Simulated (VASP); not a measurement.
Runs of VASP 6.6.1 on Fe3Co. The structure is tetragonal, space group P4/mmm (No. 123). Conventional cell: a = 4.024 Å, b = 4.024 Å, c = 2.828 Å, α = 90.00°, β = 90.00°, γ = 90.00°. Fe (site symmetry 4/mmm) has 10 Fe at 2.46 to 2.83 Å and 4 Co at 2.85 Å within 3.2 Å. Fe (site symmetry mmm) has 10 Fe at 2.46 to 2.85 Å and 4 Co at 2.46 Å within 3.2 Å. Co (site symmetry 4/mmm) has 12 Fe at 2.46 to 2.85 Å and 2 Co at 2.83 Å within 3.2 Å. 

```tsv
k mesh	gap on the mesh (eV)	pressure (GPa)	moment (μB)
3 × 3 × 4	none	-14.3	8.85
4 × 4 × 6	none	-13.2	9.07
4 × 4 × 5	none	-13.0	9.12
5 × 5 × 7	none	-13.2	(a)
2 × 2 × 3	none	-13.0	(b)
```

Alike in all rows: task single point; level PBEsol+D3(BJ); potentials or basis VASP PAW PBE potentials, release 64 (Fe, Co); spin collinear, ferromagnetic start; cell as given; cutoff (eV) 600; smearing fermi-dirac 0.15 eV.

**Question.** Estimate the missing entries.

**Answer.** (a) 9.11; (b) 8.72.

Caveats: some runs use coarse meshes; the PAW data sets were made with another functional, which shifts forces and pressure a little; the cell stands under tension (at least some runs).

A gap of «none» marks levels without a gap at the run's occupations.
